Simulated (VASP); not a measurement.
# Zr: electric field gradients with LDA

The system is Zr.

```
CELL_PARAMETERS angstrom
-1.81000 1.81000 1.81000
1.81000 -1.81000 1.81000
1.81000 1.81000 -1.81000
ATOMIC_POSITIONS crystal
Zr 0.00000 0.00000 0.00000
```

```
Program                : VASP 6.6.1
Task                   : electric field gradients
Functional             : LDA
Potentials or basis    : VASP PAW LDA potentials, release 64 (Zr_sv)
Cutoff                 : 520 eV
k mesh                 : 16 × 16 × 16
Occupations            : fermi-dirac, width 0.03 eV
Spin                   : no spin polarisation
Dipole correction      : no
Further INCAR settings : ALGO = Normal; EDIFF = 1e-08; NBANDS = 12
```

```json
{
 "Pressure": "-9.5 GPa",
 "Band gap on the k mesh": "zero (band 6 reaches 9.38 eV, above the bottom of band 7 at 7.59 eV)"
}
```

Levels at points of the mesh, in eV from the Fermi level:
```csv
k point,band 2,band 3,band 4,band 5,band 6,band 7,band 8,band 9,band 10,band 11
"(0.00, 0.00, 0.00)",-25.93,-25.93,-25.93,-5.32,1.07,1.07,1.07,3.51,3.51,12.37
"(0.50, 0.00, 0.00)",-26.86,-26.22,-25.94,-2.73,-0.66,1.59,3.47,4.13,6.16,9.98
"(0.50, 0.50, 0.50)",-26.57,-26.57,-26.57,-2.46,-2.46,5.50,5.50,5.50,7.27,7.27
```

It took 16 s on 1 thread of Intel(R) Xeon(R) Platinum 8488C (Sapphire Rapids), with other jobs on the host, peak memory 0.15 GiB.

Caveat: without QUAD_EFG the Cq values of the log hold for a quadrupole moment of 1 mb, not for the nuclei.
